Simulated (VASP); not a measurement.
AlOsF4:

```xyz
6
Lattice="3.2485 0.0000 0.0000 0.0000 3.2485 0.0000 0.0000 0.0000 5.5993" Properties=species:S:1:pos:R:3 pbc="T T T"
Os    1.6243    1.6243    2.7996
Al    0.0000    0.0000    0.0000
F     1.6243    0.0000    0.0000
F     0.0000    1.6243    0.0000
F     0.0000    0.0000    1.5510
F     0.0000    0.0000    4.0483
```

| Item | Value |
| --- | --- |
| Program | VASP 6.6.1 |
| Task | relaxation of cell and atoms |
| Functional | PBE |
| Potentials or basis | VASP PAW PBE potentials, release 64 (Os_sv_GW, Al, F) |
| Cutoff | 600 eV |
| k mesh | 6 × 6 × 3 |
| Occupations | fermi-dirac, width 0.1 eV |
| Spin | no spin polarisation |

At the start: pressure 62.5 GPa; volume 9.85 Å³/atom.

Problem. How do energy, volume and symmetry change on relaxing?

Solution. Over 16 steps the energy falls by 598.8 meV/atom and the volume is 12.98 Å³/atom (+31.8 %); space group P4/mmm (No. 123, to 0.1 Å) before and after.

The path:
```
step  energy change (eV)  largest force (eV/Å)  pressure (GPa)  volume (Å³)
   1              0.0000                8.4935           62.53        59.09
   2             -0.4963                3.1408          -19.01        98.06
   3             -3.3278                1.6464            1.55        74.31
   4             -3.3482                1.4987            3.02        73.47
   5             -3.3585                1.2920            5.05        72.40
   6             -3.5204                0.8164           -0.82        76.45
   7             -3.5297                0.6919           -2.28        77.75
   8             -3.5721                0.0823            0.31        76.78
   9             -3.5726                0.0005            0.66        76.65
  10             -3.5854                0.0324            0.51        76.99
  11             -3.5915                0.0915            0.33        77.48
  12             -3.5916                0.0849            0.34        77.43
  13             -3.5928                0.0469           -0.09        77.88
  14             -3.5929                0.0386           -0.19        77.98
  15             -3.5930                0.0216            0.10        77.86
  16             -3.5930                0.0002            0.00        77.90
```

Final structure:
```
Os Al F
1.0
     3.48888    0.00000    0.00000
     0.00000    3.48888    0.00000
     0.00000    0.00000    6.40003
Os Al F
1 1 4
Direct
  0.50000 0.50000 0.50000
  0.00000 0.00000 0.00000
  0.50000 0.00000 0.00000
  0.00000 0.50000 0.00000
  0.00000 0.00000 0.29056
  0.00000 0.00000 0.70944
```

Caveat: the k points lie up to 0.33 Å⁻¹ apart in the final cell, too coarse for converged energies and pressures of a metal; the volume moved by over 15 % at a fixed basis, so the end points are rough; an odd number of electrons without spin polarisation forces a metal; a magnetic or distorted state may lie lower.
